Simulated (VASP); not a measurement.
The system is P2CO3.

```
CELL_PARAMETERS angstrom
5.18556 0.00000 0.00000
-2.59278 4.49082 0.00000
0.00000 0.00000 3.09452
ATOMIC_POSITIONS crystal
P 0.33333 0.66667 0.00000
P 0.66667 0.33333 0.00000
C 0.00000 0.00000 0.00000
O 0.50000 0.00000 0.50000
O 0.50000 0.50000 0.50000
O 0.00000 0.50000 0.50000
```

The cell was built from a structure type or drawn by symmetry, and may not be a known phase.

```yaml
Program: VASP 6.6.1
Task: relaxation of cell and atoms
Functional: PBE
Dispersion: D3(BJ)
Potentials_or_basis: VASP PAW PBE potentials, release 64 (P, C, O)
Cutoff: 600 eV
k_mesh: 6 × 6 × 6
Occupations: gaussian, width 0.1 eV
Spin: collinear spin, ferromagnetic start
Starting_moments: "[0.0, 0.0, 1.0, 1.0, 1.0, 1.0] μB"
```

At the start: pressure -15.1 GPa; volume 12.01 Å³/atom.

Problem. How do energy, volume and symmetry change on relaxing?

Solution. Over 7 steps the energy falls by 182.4 meV/atom and the volume is 10.82 Å³/atom (-9.9 %); space group P6/mmm (No. 191, to 0.1 Å) before and after; moment 2.01 μB per cell.

The path:
| step | energy change (eV) | largest force (eV/Å) | pressure (GPa) | volume (Å³) |
| --- | --- | --- | --- | --- |
| 1 | 0.0000 | 0.0000 | -15.13 | 72.06 |
| 2 | -0.9068 | 0.0000 | 11.20 | 60.44 |
| 3 | -1.0792 | 0.0000 | 2.11 | 63.33 |
| 4 | -1.0797 | 0.0000 | 1.55 | 63.53 |
| 5 | -1.0913 | 0.0000 | 0.47 | 64.40 |
| 6 | -1.0941 | 0.0000 | -0.35 | 65.12 |
| 7 | -1.0944 | 0.0000 | 0.19 | 64.94 |

Final structure:
```yaml
crystal:
  lattice:
    - [5.22325, 0.00000, 0.00000]
    - [-2.61162, 4.52346, 0.00000]
    - [0.00000, 0.00000, 2.74843]
  atoms:
    - { symbol: P, position: [0.33333, 0.66667, 0.00000] }
    - { symbol: P, position: [0.66667, 0.33333, 0.00000] }
    - { symbol: C, position: [0.00000, 0.00000, 0.00000] }
    - { symbol: O, position: [0.50000, 0.00000, 0.50000] }
    - { symbol: O, position: [0.50000, 0.50000, 0.50000] }
    - { symbol: O, position: [0.00000, 0.50000, 0.50000] }
```
